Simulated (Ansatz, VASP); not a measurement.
Two plane-wave programs on AlNi

```
CELL_PARAMETERS angstrom
1.99333 -2.00824 0.00000
1.99333 2.00824 0.00000
0.00000 0.00000 2.93184
ATOMIC_POSITIONS crystal
Al 0.00000 0.00000 0.00000
Ni 0.50000 0.50000 0.50000
```

Alike in both runs: task single point; functional r2SCAN; k mesh 20 × 20 × 18; occupations gaussian, width 0.15 eV; no spin polarisation.

|  | VASP | Ansatz |
| --- | --- | --- |
| version | VASP 6.6.1 | Ansatz 0.2.0 |
| potentials or method | VASP PAW PBE potentials, release 64 (Al, Ni), cutoff 520 eV | scalar-relativistic, plane waves, PAW |
| valence electrons in the cell | 13 | 21 |

|  | VASP | Ansatz | Ansatz less VASP |
| --- | --- | --- | --- |
| gap on the k mesh at the Fermi level (eV) | none | none | - |
| pressure (GPa) | -0.1 | 0.1 | +0.20 |
| traceless stress, the component that is largest in VASP (GPa) | 1.86 | 1.84 | -0.017 |

VASP's potentials were made for PBE, not for r2SCAN. A gap of «none» marks a metal or a gap that the smearing closes. VASP's potentials hold 13 valence electrons a cell and Ansatz's 21, so a difference there can come from the potentials and not from the codes.
